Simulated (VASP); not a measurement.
Write the native input for VASP 6.6.1 that does the following.

- Task: single point
- Functional: PBE
- Potentials or basis: VASP PAW PBE potentials, release 64 (Ti_sv)
- Cutoff: 520 eV
- k mesh: 20 × 20 × 20
- Occupations: gaussian, width 0.15 eV
- Spin: collinear spin, ferromagnetic start
- Starting moments: [0.5] μB
- Fixed moment: 0.5 μB
- Dipole correction: no
- Further INCAR settings: ALGO = Normal; EDIFF = 1e-07; NBANDS = 16

The structure of Ti lies in POSCAR:

```
Ti
1.0
    0.0000000000      1.9243855913      1.9243855913
    1.9243855913      0.0000000000      1.9243855913
    1.9243855913      1.9243855913      0.0000000000
Ti
1
Direct
    0.0000000000      0.0000000000      0.0000000000
```

The input as run:

INCAR

```
PREC     = Accurate       # precision mode
ENCUT    = 520            # plane-wave cutoff, eV
EDIFF    = 1E-7           # SCF threshold, eV
ISMEAR   = 0              # smearing method
SIGMA    = 0.15           # smearing width, eV
LREAL    = F              # projectors in reciprocal space
LASPH    = T              # aspherical terms in the spheres
NELM     = 150            # most SCF steps
ALGO     = Normal         # electronic algorithm
ISIF     = 2              # what is computed and relaxed
LWAVE    = F              # write WAVECAR
LCHARG   = F              # write CHGCAR
ISPIN    = 2              # spin polarisation
MAGMOM   = 0.5            # initial moments
LORBIT   = 11             # projections on sites
NUPDOWN  = 0.5            # fixed moment
LMAXMIX  = 4              # l up to which the mixer works
GGA      = PE             # functional
NBANDS   = 16             # bands
```

KPOINTS

```
Automatic mesh
0
Gamma
  20 20 20
```

Potentials or basis: VASP PAW PBE potentials, release 64 (Ti_sv).

Run with:

```sh
$ cat potpaw_PBE.64/Ti_sv/POTCAR > POTCAR
$ mpirun -np 1 vasp_std > vasp.out
```

Results of the run:

```json
{
 "Pressure": "30.4 GPa",
 "Net moment": "0.50 μB per cell",
 "Site moments": "Ti +0.36 μB",
 "Valence electrons inside the program's atomic spheres": "Ti 10.53"
}
```

Caveat: the total moment is fixed, so each spin has its own Fermi level.

Wall time 3.1 min on 1 thread of AMD EPYC 7R13 (shared host), peak memory 0.17 GiB.
